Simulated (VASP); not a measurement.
# As in VASP: settings compared, part 2 of 2

VASP 6.6.1. Earlier steps stand in the parts before.

## (3) Single point, PBE (uniaxial x strain -2.5%)

Contents of INCAR:

```
PREC = Accurate ; ENCUT = 520
EDIFF = 1E-6 ; ISMEAR = -1
SIGMA = 0.02 ; LREAL = False
LASPH = True ; NELM = 60
ALGO = Normal ; ISIF = 2
LWAVE = False ; LCHARG = True
LDIPOL = True ; IDIPOL = 3
DIPOL = 0.5 0.5 0.336 ; GGA = PE
LELF = True ; LVHAR = True
LVACPOTAV = True ; NBANDS = 18
```

Contents of KPOINTS:

```
Automatic mesh
0
Gamma
  6 8 1
```

Contents of POSCAR:

```
As
1.0
    4.6871599937      0.0000000000      0.0000000000
    0.0000000000      3.6338992309      0.0000000000
    0.0000000000      0.0000000000     28.2703730404
As
4
Direct
    0.0720158480      0.0000000000      0.3779673902
    0.4279841520      0.5000000000      0.3779673902
    0.5720158480      0.5000000000      0.2941142967
    0.9279841520      0.0000000000      0.2941142967
```

Potentials or basis: VASP PAW PBE potentials, release 64 (As).

Command:

```sh
$ cat potpaw_PBE.64/As/POTCAR > POTCAR
$ mpirun -np 1 vasp_std > vasp.out
```

OUTCAR:

```text
PREC = Accurate
   ENCUT = 520
   EDIFF = 1E-6
   ISMEAR = -1
   LREAL = False
   LASPH = True
   NELM = 60
   ISIF = 2
   GGA = PE

 ion  position               nearest neighbor table
   1  0.072  0.000  0.378-   4 2.46   2 2.47   2 2.47
   2  0.428  0.500  0.378-   3 2.46   1 2.47   1 2.47
   3  0.572  0.500  0.294-   2 2.46   4 2.47   4 2.47
   4  0.928  0.000  0.294-   1 2.46   3 2.47   3 2.47

  LATTYP: Found a simple orthorhombic cell.
 ALAT       =     3.6338992309
 B/A-ratio  =     1.2898431398
 C/A-ratio  =     7.7796249274

[... 617 lines left out ...]
  -------------------------------------------------------------------------------------
  Total        1.8927355      1.9559735      1.2461632     -0.0000000      0.0000000      0.0000000
  in kB        6.2977631      6.5081769      4.1464011     -0.0000000      0.0000000      0.0000000
  external PRESSURE =       5.6507804 kB  Pullay stress =       0.0000000 kB

 VOLUME and BASIS-vectors are now :
 -----------------------------------------------------------------------------
  energy-cutoff  :      520.00
  volume of cell :      481.52
      direct lattice vectors                 reciprocal lattice vectors
     4.687159994  0.000000000  0.000000000     0.213348809  0.000000000  0.000000000
     0.000000000  3.633899231  0.000000000     0.000000000  0.275186497  0.000000000
     0.000000000  0.000000000 28.270373040     0.000000000  0.000000000  0.035372720

 POSITION                                       TOTAL-FORCE (eV/Angst)
 -----------------------------------------------------------------------------------
      0.33755      0.00000     10.68528        -0.326409     -0.000000      0.263468
      2.00603      1.81695     10.68528         0.326409     -0.000000      0.263468
      2.68113      1.81695      8.31472        -0.326409     -0.000000     -0.263468
      4.34961      0.00000      8.31472         0.326409      0.000000     -0.263468
 -----------------------------------------------------------------------------------
    total drift:                                0.000000      0.000000      0.000012

  FREE ENERGIE OF THE ION-ELECTRON SYSTEM (eV)
  ---------------------------------------------------
  free  energy   TOTEN  =       -18.4791069868 eV

  energy  without entropy=      -18.4791069866  energy(sigma->0) =      -18.47910699

 vacuum level on the upper side and lower side of the slab         1.697         1.697
```

stdout:

```text
POSCAR found type information on POSCAR As
 POSCAR found :  1 types and       4 ions
 scaLAPACK will be used
 LDA part: xc-table for (Slater+PW92), standard interpolation
 POSCAR, INCAR and KPOINTS ok, starting setup
 FFT: planning ... GRIDC
 FFT: planning ... GRID_SOFT
 FFT: planning ... GRID
 WAVECAR not read
 entering main loop
 -----------------------------------------------------------------------------
|                                                                             |
|           W    W    AA    RRRRR   N    N  II  N    N   GGGG   !!!           |
|           W    W   A  A   R    R  NN   N  II  NN   N  G    G  !!!           |
|           W    W  A    A  R    R  N N  N  II  N N  N  G       !!!           |
|           W WW W  AAAAAA  RRRRR   N  N N  II  N  N N  G  GGG   !            |
|           WW  WW  A    A  R   R   N   NN  II  N   NN  G    G                |
|           W    W  A    A  R    R  N    N  II  N    N   GGGG   !!!           |
|                                                                             |
|     Did not find any points to average over, which means that no vacuum     |
|     field-free region was found. Please increase the size of  your cell     |
|     in the dimension of the dipole correction to obtain accurate            |
|     workfunction values.                                                    |
|                                                                             |
 -----------------------------------------------------------------------------
```

Run time: 1.8 min. Hardware: 1 thread of Intel Xeon 6975P-C (Granite Rapids), shared host; peak memory 0.53 GiB.

What came out:

- Free energy: -18.4791 eV
- Largest force: 0.419 eV/Å
- Band gap on the k mesh: 0.77 eV (least direct gap 0.78 eV)

Forces on the atoms (eV/Å):
```
As  -0.326  0.000  0.263
As   0.326  0.000  0.263
As  -0.326  0.000 -0.263
As   0.326  0.000 -0.263
```

Levels at points of the mesh, in eV from the valence-band top:
| k point | band 8 | band 9 | band 10 | band 11 | band 12 | band 13 |
| --- | --- | --- | --- | --- | --- | --- |
| (0.00, 0.00, 0.00) | -1.61 | -1.19 | -0.01 | 0.77 | 2.04 | 2.59 |
| (0.50, 0.00, 0.00) | -1.83 | -0.70 | -0.70 | 1.59 | 1.59 | 3.03 |
| (0.00, 0.50, 0.00) | -2.33 | -1.83 | -1.83 | 1.23 | 1.23 | 1.87 |
| (0.50, 0.50, 0.00) | -4.04 | -1.36 | -1.36 | 2.59 | 2.59 | 4.42 |

Caveat: the cell differs from its parent crystal (uniaxial x strain -2.5%); semilocal functionals underestimate gaps, and a narrow one can read as zero.

## (4) Single point, PBE (strain -1.0%)

Contents of INCAR:

```
ALGO = Normal
DIPOL = 0.5 0.5 0.336
EDIFF = 1E-6
ENCUT = 520
GGA = PE
IDIPOL = 3
ISIF = 2
ISMEAR = -1
LASPH = T
LCHARG = F
LDIPOL = T
LREAL = F
LWAVE = F
NBANDS = 18
NELM = 60
PREC = Accurate
SIGMA = 0.02
```

Contents of KPOINTS:

```
k-points
0
Gamma
  6 8 1
```

Contents of POSCAR:

```
As
1.0
    4.7592701474      0.0000000000      0.0000000000
    0.0000000000      3.5975602386      0.0000000000
    0.0000000000      0.0000000000     28.2703730404
As
4
Direct
    0.0739131883      0.0000000000      0.3778726542
    0.4260868117      0.5000000000      0.3778726542
    0.5739131883      0.5000000000      0.2942090327
    0.9260868117      0.0000000000      0.2942090327
```

Command:

```sh
$ cat potpaw_PBE.64/As/POTCAR > POTCAR
$ mpirun -np 1 vasp_std > vasp.out
```

Run time: 100 s. Hardware: 1 thread of Intel Xeon 6975P-C (Granite Rapids), shared host; peak memory 0.54 GiB.

It converged, with:

- Free energy: -18.4712 eV
- Largest force: 0.422 eV/Å
- Band gap on the k mesh: 0.80 eV

Forces on the atoms (eV/Å):
```
As  -0.331  0.000  0.262
As   0.331  0.000  0.262
As  -0.331  0.000 -0.262
As   0.331  0.000 -0.262
```

Levels at points of the mesh, in eV from the valence-band top:
```tsv
k point	band 7	band 8	band 9	band 10	band 11	band 12	band 13	band 14
(0.00, 0.00, 0.00)	-2.62	-1.58	-1.05	0.00	0.80	2.17	2.69	3.39
(0.50, 0.00, 0.00)	-1.71	-1.71	-0.71	-0.71	1.69	1.69	3.07	3.07
(0.00, 0.50, 0.00)	-2.35	-2.35	-1.78	-1.78	1.22	1.22	1.94	1.94
(0.50, 0.50, 0.00)	-4.02	-4.02	-1.27	-1.27	2.59	2.59	4.29	4.29
```

Caveat: the cell differs from its parent crystal (strain -1.0%); semilocal functionals underestimate gaps, and a narrow one can read as zero.

## (5) Single point, PBE (uniaxial y strain -0.5%)

Contents of INCAR:

```
  PREC = Accurate
  ENCUT = 520
  EDIFF = 1E-6
  ISMEAR = -1
  SIGMA = 0.02
  LREAL = False
  LASPH = True
  NELM = 60
  ALGO = Normal
  ISIF = 2
  LWAVE = False
  LCHARG = False
  LDIPOL = True
  IDIPOL = 3
  DIPOL = 0.5 0.5 0.336
  GGA = PE
  NBANDS = 18
```

Contents of KPOINTS:

```
Automatic mesh
0
Gamma
  6 8 1
```

Contents of POSCAR:

```
As
1.0
    4.8073435832      0.0000000000      0.0000000000
    0.0000000000      3.6157297347      0.0000000000
    0.0000000000      0.0000000000     28.2703730404
As
4
Direct
    0.0757352106      0.0000000000      0.3777643818
    0.4242647894      0.5000000000      0.3777643818
    0.5757352106      0.5000000000      0.2943173051
    0.9242647894      0.0000000000      0.2943173051
```

Potentials or basis: VASP PAW PBE potentials, release 64 (As).

Command:

```sh
$ cat potpaw_PBE.64/As/POTCAR > POTCAR
$ mpirun -np 1 vasp_std > vasp.out
```

OUTCAR:

```text
PREC = Accurate
   ENCUT = 520
   EDIFF = 1E-6
   ISMEAR = -1
   LREAL = False
   LASPH = True
   NELM = 60
   ISIF = 2
   GGA = PE

 ion  position               nearest neighbor table
   1  0.076  0.000  0.378-   2 2.46   2 2.46   4 2.47
   2  0.424  0.500  0.378-   1 2.46   1 2.46   3 2.47
   3  0.576  0.500  0.294-   4 2.46   4 2.46   2 2.47
   4  0.924  0.000  0.294-   3 2.46   3 2.46   1 2.47

  LATTYP: Found a simple orthorhombic cell.
 ALAT       =     3.6157297347
 B/A-ratio  =     1.3295638601
 C/A-ratio  =     7.8187185201

  Lattice vectors:

 A1 = (   0.0000000000,  -3.6157297347,   0.0000000000)
 A2 = (   4.8073435832,   0.0000000000,   0.0000000000)
 A3 = (   0.0000000000,   0.0000000000,  28.2703730404)

Analysis of symmetry for initial positions (statically):
=====================================================================
 Subroutine PRICEL returns:
 Original cell was already a primitive cell.

 Routine SETGRP: Setting up the symmetry group for a
 simple orthorhombic supercell.

 Subroutine GETGRP returns: Found  8 space group operations
[... 175 lines left out ...]
 Fermi energy:        -2.6063832580

 k-point     1 :       0.0000    0.0000    0.0000
  band No.  band energies     occupation
      1     -17.1702      2.00000
      2     -15.0600      2.00000
      3     -12.3020      2.00000
      4      -9.0564      2.00000
      5      -7.7229      2.00000
      6      -6.7742      2.00000
[... 397 lines left out ...]
      5      -7.5303      2.00000
      6      -7.5303      2.00000
[... 10 lines left out ...]
     17       3.0684      0.00000
     18       3.0684      0.00000

------------------------ aborting loop because EDIFF is reached ----------------------------------------

 vacuum level on the upper side and lower side of the slab       (xc-potential included)        -0.006        -0.006

  FORCE on cell =-STRESS in cart. coord.  units (eV):
  Direction    XX          YY          ZZ          XY          YZ          ZX
  --------------------------------------------------------------------------------------
  -------------------------------------------------------------------------------------
  Total        1.4699251      1.7733146      1.2186777      0.0000000      0.0000000     -0.0000000
  in kB        4.7926213      5.7818086      3.9734410      0.0000000      0.0000000     -0.0000000
  external PRESSURE =       4.8492903 kB  Pullay stress =       0.0000000 kB

 VOLUME and BASIS-vectors are now :
 -----------------------------------------------------------------------------
  energy-cutoff  :      520.00
  volume of cell :      491.40
      direct lattice vectors                 reciprocal lattice vectors
     4.807343583  0.000000000  0.000000000     0.208015088  0.000000000  0.000000000
     0.000000000  3.615729735  0.000000000     0.000000000  0.276569344  0.000000000
     0.000000000  0.000000000 28.270373040     0.000000000  0.000000000  0.035372720

 POSITION                                       TOTAL-FORCE (eV/Angst)
 -----------------------------------------------------------------------------------
      0.36409      0.00000     10.67954        -0.309700     -0.000000      0.258827
      2.03959      1.80786     10.67954         0.309700      0.000000      0.258827
      2.76776      1.80786      8.32046        -0.309700     -0.000000     -0.258827
      4.44326      0.00000      8.32046         0.309700      0.000000     -0.258827
 -----------------------------------------------------------------------------------
    total drift:                                0.000000     -0.000000      0.000007

  FREE ENERGIE OF THE ION-ELECTRON SYSTEM (eV)
  ---------------------------------------------------
  free  energy   TOTEN  =       -18.4839487469 eV

  energy  without entropy=      -18.4839487469  energy(sigma->0) =      -18.48394875

 vacuum level on the upper side and lower side of the slab         1.665         1.665
```

OSZICAR:

```text
N       E                     dE             d eps       ncg     rms          rms(c)
DAV:   1     0.140276580506E+03    0.14028E+03   -0.54971E+03   720   0.727E+02
DAV:   2     0.730105276122E+00   -0.13955E+03   -0.13124E+03  1130   0.128E+02
DAV:   3    -0.181333198935E+02   -0.18863E+02   -0.18768E+02   992   0.565E+01
[... 12 lines left out ...]
DAV:  16    -0.184839140175E+02   -0.25844E-04   -0.11264E-06   758   0.279E-03    0.742E-04
DAV:  17    -0.184839392714E+02   -0.25254E-04   -0.14352E-06   770   0.305E-03    0.585E-04
DAV:  18    -0.184839455014E+02   -0.62300E-05   -0.22301E-07   754   0.136E-03    0.209E-04
DAV:  19    -0.184839478053E+02   -0.23039E-05   -0.36729E-08   722   0.591E-04    0.164E-04
DAV:  20    -0.184839487469E+02   -0.94153E-06   -0.95828E-09   652   0.325E-04
   1 F= -.18483949E+02 E0= -.18483949E+02  d E =-.121030E-10
```

Wall time 1.8 min (1 thread of Intel Xeon 6975P-C (Granite Rapids), shared host); peak memory 0.54 GiB.

What came out:

```
Free energy            : -18.4839 eV
Largest force          : 0.404 eV/Å
Band gap on the k mesh : 0.88 eV
```

Forces on the atoms (eV/Å):
```
As  -0.310  0.000  0.259
As   0.310  0.000  0.259
As  -0.310  0.000 -0.259
As   0.310  0.000 -0.259
```

Levels at points of the mesh, in eV from the valence-band top:
```csv
k point,band 7,band 8,band 9,band 10,band 11,band 12,band 13,band 14
"(0.00, 0.00, 0.00)",-2.61,-1.48,-1.05,0.00,0.88,2.13,2.61,3.32
"(0.50, 0.00, 0.00)",-1.73,-1.73,-0.75,-0.75,1.65,1.65,3.12,3.12
"(0.00, 0.50, 0.00)",-2.33,-2.33,-1.74,-1.74,1.24,1.24,2.01,2.01
"(0.50, 0.50, 0.00)",-3.96,-3.96,-1.21,-1.21,2.59,2.59,4.19,4.19
```

Caveat: the cell differs from its parent crystal (uniaxial y strain -0.5%).

## (6) Single point, PBE

This run uses another cell than the first one.

Contents of INCAR:

```
SYSTEM = As
  PREC = Accurate
  ENCUT = 520
  EDIFF = 1E-7
  ISMEAR = -1
  SIGMA = 0.02
  LREAL = .FALSE.
  LASPH = .TRUE.
  NELM = 100
  ALGO = Normal
  ISIF = 2
  LWAVE = .FALSE.
  LCHARG = .FALSE.
  LDIPOL = .TRUE.
  IDIPOL = 3
  DIPOL = 0.5 0.5 0.336
  GGA = PE
  NBANDS = 18
```

Contents of KPOINTS:

```
regular mesh
0
G
  6 8 1
  0 0 0
```

Contents of POSCAR:

```
As
1.0
    4.8073435832      0.0000000000      0.0000000000
    0.0000000000      3.6338992309      0.0000000000
    0.0000000000      0.0000000000     28.2703730404
As
4
Direct
    0.0760355816      0.0000000000      0.3777315121
    0.4239644184      0.5000000000      0.3777315121
    0.5760355816      0.5000000000      0.2943501748
    0.9239644184      0.0000000000      0.2943501748
```

Potentials or basis: VASP PAW PBE potentials, release 64 (As).

Command:

```sh
$ cat potpaw_PBE.64/As/POTCAR > POTCAR
$ mpirun -np 1 vasp_std > vasp.out
```

It took 2.3 min on 1 thread of Intel Xeon 6975P-C (Granite Rapids), shared host; peak memory 0.55 GiB.

It converged, with:

* Free energy: -18.4891 eV
* Largest force: 0.401 eV/Å
* Band gap on the k mesh: 0.91 eV

Forces in eV/Å, atoms in the order of the input:
```
As  -0.303  0.000  0.263
As   0.303  0.000  0.263
As  -0.303  0.000 -0.263
As   0.303  0.000 -0.263
```

Levels at points of the mesh, in eV from the valence-band top:
```csv
k point,band 6,band 7,band 8,band 9,band 10,band 11,band 12,band 13,band 14,band 15
"(0.00, 0.00, 0.00)",-3.70,-2.65,-1.44,-1.09,0.00,0.91,2.08,2.54,3.28,4.29
"(0.50, 0.00, 0.00)",-2.66,-1.77,-1.77,-0.77,-0.77,1.60,1.60,3.14,3.14,3.30
"(0.00, 0.50, 0.00)",-3.76,-2.32,-2.32,-1.74,-1.74,1.26,1.26,2.03,2.03,3.38
"(0.50, 0.50, 0.00)",-4.47,-3.94,-3.94,-1.20,-1.20,2.60,2.60,4.19,4.19,5.84
```

## (7) Single point, r2SCAN (strain -2.5%)

Contents of POSCAR:

```
As
1.0
    4.6871599937      0.0000000000      0.0000000000
    0.0000000000      3.5430517501      0.0000000000
    0.0000000000      0.0000000000     28.2703730404
As
4
Direct
    0.0706068855      0.0000000000      0.3780525483
    0.4293931145      0.5000000000      0.3780525483
    0.5706068855      0.5000000000      0.2940291386
    0.9293931145      0.0000000000      0.2940291386
```

Contents of INCAR.step1:

```
SYSTEM = As
PREC = Accurate
ENCUT = 520
ISMEAR = 0
SIGMA = 0.01
LREAL = .FALSE.
LASPH = .TRUE.
NELM = 100
LDIPOL = .TRUE.
IDIPOL = 3
DIPOL = 0.5 0.5 0.336
NBANDS = 18
GGA = PE
ALGO = Normal
EDIFF = 1E-4
LWAVE = .TRUE.
LCHARG = .FALSE.
```

Contents of INCAR.step2:

```
SYSTEM = As
PREC = Accurate
ENCUT = 520
EDIFF = 1E-6
ISMEAR = 0
SIGMA = 0.01
LREAL = .FALSE.
LASPH = .TRUE.
NELM = 100
ALGO = Normal
ISIF = 2
LWAVE = .FALSE.
LCHARG = .FALSE.
LDIPOL = .TRUE.
IDIPOL = 3
DIPOL = 0.5 0.5 0.336
METAGGA = R2SCAN
LMIXTAU = .TRUE.
NBANDS = 18
ISTART = 1
```

Contents of KPOINTS:

```
Automatic mesh
0
G
  6 8 1
  0 0 0
```

Command:

```sh
$ cat potpaw_PBE.64/As/POTCAR > POTCAR
$ cp INCAR.step1 INCAR
$ mpirun -np 1 vasp_std > vasp.out
$ cp INCAR.step2 INCAR
$ mpirun -np 1 vasp_std > vasp.out
```

It took 6.4 min on 1 thread of Intel Xeon 6975P-C (Granite Rapids), shared host; peak memory 0.57 GiB.

The run converged. Its results:

```yaml
Free_energy: -58.5849 eV
Largest_force: 0.040 eV/Å
Band_gap_on_the_k_mesh: 0.84 eV
```

Forces on the atoms (eV/Å):
```
As  -0.032  0.000  0.024
As   0.032  0.000  0.024
As  -0.032  0.000 -0.024
As   0.032  0.000 -0.024
```

Levels at points of the mesh, in eV from the valence-band top:
```tsv
k point	band 6	band 7	band 8	band 9	band 10	band 11	band 12	band 13	band 14	band 15
(0.00, 0.00, 0.00)	-4.12	-2.69	-1.82	-1.04	0.00	0.84	2.68	3.25	3.77	4.68
(0.50, 0.00, 0.00)	-2.96	-1.70	-1.70	-0.59	-0.59	2.14	2.14	3.31	3.31	3.58
(0.00, 0.50, 0.00)	-3.94	-2.50	-2.50	-1.88	-1.88	1.45	1.45	2.08	2.08	3.51
(0.50, 0.50, 0.00)	-4.90	-4.29	-4.29	-1.44	-1.44	2.88	2.88	4.74	4.74	6.42
```

Caveat: the cell differs from its parent crystal (strain -2.5%); the PAW data sets were made with another functional, which shifts forces and pressure a little.

## (8) The runs side by side

| level | cell | smearing | gap on the mesh (eV) | largest force (eV/Å) |
| --- | --- | --- | --- | --- |
| PBE | a = 4.687, b = 3.543, c = 28.270 Å, 4 atoms, atomic positions A | fermi-dirac 0.02 eV | 0.64 | 0.45 |
| PBE | a = 4.687, b = 3.634, c = 28.270 Å, 4 atoms, atomic positions B | fermi-dirac 0.02 eV | 0.77 | 0.42 |
| PBE | a = 4.759, b = 3.598, c = 28.270 Å, 4 atoms, atomic positions C | fermi-dirac 0.02 eV | 0.80 | 0.42 |
| PBE | a = 4.807, b = 3.616, c = 28.270 Å, 4 atoms, atomic positions D | fermi-dirac 0.02 eV | 0.88 | 0.40 |
| PBE | a = 4.807, b = 3.634, c = 28.270 Å, 4 atoms, atomic positions E | fermi-dirac 0.02 eV | 0.91 | 0.40 |
| r2SCAN | a = 4.687, b = 3.543, c = 28.270 Å, 4 atoms, atomic positions A | gaussian 0.01 eV | 0.84 | 0.04 |

Alike in all rows: task single point; potentials or basis VASP PAW PBE potentials, release 64 (As); no spin polarisation; k mesh 6 × 8 × 1; cutoff (eV) 520.

Caveats: semilocal functionals underestimate gaps, and a narrow one can read as zero (at least some runs); the PAW data sets were made with another functional, which shifts forces and pressure a little (at least some runs).

Absolute energies hang on the potentials; compare differences alone.
